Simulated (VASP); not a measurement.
# ZnSe (F-43m) in VASP: further runs, part 2 of 2

VASP 6.6.1. The steps go on from the part before.

## (4) Single point, BHLYP

This run uses another cell than the first one, of 23.67 Å³/atom.

POSCAR reads:

```
ZnSe
1.0
    0.0000000000      2.8710911185      2.8710911185
    2.8710911185      0.0000000000      2.8710911185
    2.8710911185      2.8710911185      0.0000000000
Se Zn
1 1
Direct
    0.7500000000      0.7500000000      0.7500000000
    0.0000000000      0.0000000000      0.0000000000
```

INCAR.step1 reads:

```
ALGO = Normal ; EDIFF = 1E-5
ENCUT = 520 ; GGA = PE
ISIF = 2 ; ISMEAR = -1
LASPH = T ; LREAL = F
LWAVE = T ; NBANDS = 16
NELM = 100 ; PREC = Accurate
SIGMA = 0.05
```

INCAR.step2 reads:

```
AEXX = 0.5 ; AGGAC = 1.0
AGGAX = 0.5 ; ALDAC = 0.0
ALDAX = 0.5 ; ALGO = Normal
EDIFF = 1E-7 ; ENCUT = 520
GGA = B5 ; ISIF = 2
ISMEAR = -1 ; ISTART = 1
LASPH = T ; LCHARG = T
LELF = T ; LHFCALC = T
LREAL = F ; LVHAR = T
LWAVE = F ; NBANDS = 16
NELM = 100 ; PREC = Accurate
PRECFOCK = Normal ; SIGMA = 0.05
```

KPOINTS reads:

```
k-points
0
Gamma
  4 4 4
```

Potentials or basis: VASP PAW PBE potentials, release 64 (Se, Zn).

Run with:

```bash
> cat potpaw_PBE.64/Se/POTCAR potpaw_PBE.64/Zn/POTCAR > POTCAR
> cp INCAR.step1 INCAR
> mpirun -np 1 vasp_std > vasp.out
> cp INCAR.step2 INCAR
> mpirun -np 1 vasp_std > vasp.out
```

OUTCAR:

```text
AEXX = 0.5
   EDIFF = 1E-7
   ENCUT = 520
   GGA = B5
   ISIF = 2
   ISMEAR = -1
   ISTART = 1
   LASPH = T
   LHFCALC = T
   LREAL = F
   NELM = 100
   PREC = Accurate
   PRECFOCK = Normal

 ion  position               nearest neighbor table
   1  0.750  0.750  0.750-   2 2.49   2 2.49   2 2.49   2 2.49
   2  0.000  0.000  0.000-   1 2.49   1 2.49   1 2.49   1 2.49

  LATTYP: Found a face centered cubic cell.
 ALAT       =     5.7421822370

  Lattice vectors:

 A1 = (   0.0000000000,   2.8710911185,   2.8710911185)
 A2 = (   2.8710911185,   0.0000000000,   2.8710911185)
 A3 = (   2.8710911185,   2.8710911185,   0.0000000000)

Analysis of symmetry for initial positions (statically):
=====================================================================
 Subroutine PRICEL returns:
 Original cell was already a primitive cell.

 Routine SETGRP: Setting up the symmetry group for a
 face centered cubic supercell.

 Subroutine GETGRP returns: Found 24 space group operations
 (whereof 24 operations were pure point group operations)
 out of a pool of 48 trial point group operations.

The static configuration has the point symmetry T_d .

Analysis of symmetry for dynamics (positions and initial velocities):
=====================================================================
 Subroutine PRICEL returns:
 Original cell was already a primitive cell.

 Routine SETGRP: Setting up the symmetry group for a
 face centered cubic supercell.

 Subroutine GETGRP returns: Found 24 space group operations
 (whereof 24 operations were pure point group operations)
 out of a pool of 48 trial point group operations.

The dynamic configuration has the point symmetry T_d .

 Subroutine INISYM returns: Found 24 space group operations
 (whereof 24 operations are pure point group operations),
[... 102 lines left out ...]
  Thomas-Fermi vector in A             =   2.322246
   LORBIT       =      0    0 simple, 1 ext, 2 COOP (PROOUT), +10 PAW based schemes
   GGA     = B5    functional components
   LHFCALC =     T    Hartree Fock is set to
   PRECFOCK=normal    Normal, Fast or Accurate (Low or Medium for compatibility)
   ENCUT4O =  -1.0   cutoff for four orbital integrals eV
   NKREDX  =     1    reduce k-point grid by
   NKREDY  =     1    reduce k-point grid by
   NKREDZ  =     1    reduce k-point grid by
   AEXX    =    0.5000 exact exchange contribution
   HFSCREEN=    0.0000 screening length (either q_TF or 0.3 A-1)
   HFSCREENC=   0.0000 screening length for correlation (either q_TF or 0.3 A-1)
   ENCUTFOCK=  -1.0 apply spherical cutoff to Coloumb kernel
   IVDW    =     0    specifies the selected vdW correction
   LEPSILON=     F    determine dielectric tensor
   LRPA    =     F    only Hartree local field effects (RPA)
 non-spin polarized calculation
  energy-cutoff  :      520.00
  volume of cell :       47.33
 maximum number of plane-waves:      1287
  NGX = 24; NGY = 24; NGZ = 24

 number of electron      18.0000016 magnetization

 Free energy of the ion-electron system (eV)
  ---------------------------------------------------
  ext. energy  EPLUGINS =         0.00000000
  ---------------------------------------------------
  free energy    TOTEN  =        -9.13625693 eV

  energy without entropy =       -9.13625693  energy(sigma->0) =       -9.13625693

 E-fermi :   0.6282     XC(G=0):  -4.8074

 val. band max:       -0.4253544368   @ k =   0.0000   0.0000   0.0000
 cond. band min:       4.4203974774   @ k =   0.0000   0.0000   0.0000
 fundamental gap:      4.8457519142
 Fermi energy:         0.6281721978

 k-point     1 :       0.0000    0.0000    0.0000
  band No.  band energies     occupation
      1     -15.7162      2.00000
      2     -10.4167      2.00000
      3     -10.4167      2.00000
      4     -10.4167      2.00000
      5     -10.1459      2.00000
      6     -10.1459      2.00000
[... 129 lines left out ...]
      3     -10.2877      2.00000
      4     -10.1814      2.00000
      5     -10.1476      2.00000
      6      -9.7853      2.00000
[... 8 lines left out ...]
     15      17.7348      0.00000
     16      17.7728      0.00000

------------------------ aborting loop because EDIFF is reached ----------------------------------------

  FORCE on cell =-STRESS in cart. coord.  units (eV):
  Direction    XX          YY          ZZ          XY          YZ          ZX
  --------------------------------------------------------------------------------------
  -------------------------------------------------------------------------------------
  Total        0.0665110      0.0665110      0.0665110      0.0000000      0.0000000     -0.0000000
  in kB        2.2512991      2.2512991      2.2512991      0.0000000      0.0000000     -0.0000000
  external PRESSURE =       2.2512991 kB  Pullay stress =       0.0000000 kB

 VOLUME and BASIS-vectors are now :
 -----------------------------------------------------------------------------
  energy-cutoff  :      520.00
  volume of cell :       47.33
      direct lattice vectors                 reciprocal lattice vectors
     0.000000000  2.871091118  2.871091118    -0.174149819  0.174149819  0.174149819
     2.871091118  0.000000000  2.871091118     0.174149819 -0.174149819  0.174149819
     2.871091118  2.871091118  0.000000000     0.174149819  0.174149819 -0.174149819

 POSITION                                       TOTAL-FORCE (eV/Angst)
 -----------------------------------------------------------------------------------
      4.30664      4.30664      4.30664        -0.000000     -0.000000     -0.000000
      0.00000      0.00000      0.00000         0.000000      0.000000      0.000000
 -----------------------------------------------------------------------------------
    total drift:                               -0.000064     -0.000058     -0.000037

  FREE ENERGIE OF THE ION-ELECTRON SYSTEM (eV)
  ---------------------------------------------------
  free  energy   TOTEN  =        -9.1362569279 eV

  energy  without entropy=       -9.1362569278  energy(sigma->0) =       -9.13625693
```

OUTCAR.step1:

```text
EDIFF = 1E-5
   ENCUT = 520
   GGA = PE
   ISIF = 2
   ISMEAR = -1
[... 353 lines left out ...]
 -----------------------------------------------------------------------------------
      4.30664      4.30664      4.30664         0.000000      0.000000      0.000000
      0.00000      0.00000      0.00000        -0.000000     -0.000000     -0.000000
 -----------------------------------------------------------------------------------
    total drift:                                0.000001      0.000001      0.000001

  FREE ENERGIE OF THE ION-ELECTRON SYSTEM (eV)
  ---------------------------------------------------
  free  energy   TOTEN  =        -5.9691662321 eV

  energy  without entropy=       -5.9691653311  energy(sigma->0) =       -5.96916578
```

Wall time 11 min (1 thread of Intel Xeon 8259CL, shared host); peak memory 0.19 GiB.

What came out:

| Item | Value |
| --- | --- |
| Free energy | -9.1363 eV |
| Pressure | 0.2 GPa |
| Band gap on the k mesh | 4.85 eV |

Caveat: the k points lie up to 0.47 Å⁻¹ apart; the PAW data sets were made with another functional, which shifts forces and pressure a little.

## (5) Overview

| cell | gap on the mesh (eV) | pressure (GPa) |
| --- | --- | --- |
| a = 4.008 Å, angles 60.0°, 2 atoms | 5.06 | 2.9 |
| a = 4.034 Å, angles 60.0°, 2 atoms | 4.95 | 1.5 |
| a = 4.060 Å, angles 60.0°, 2 atoms | 4.85 | 0.2 |

Alike in all rows: task single point; level BHLYP; potentials or basis VASP PAW PBE potentials, release 64 (Se, Zn); no spin polarisation; k mesh 4 × 4 × 4; cutoff (eV) 520; smearing fermi-dirac 0.05 eV.

Caveats: all runs use coarse meshes; the PAW data sets were made with another functional, which shifts forces and pressure a little.

Absolute energies hang on the potentials; compare differences alone.
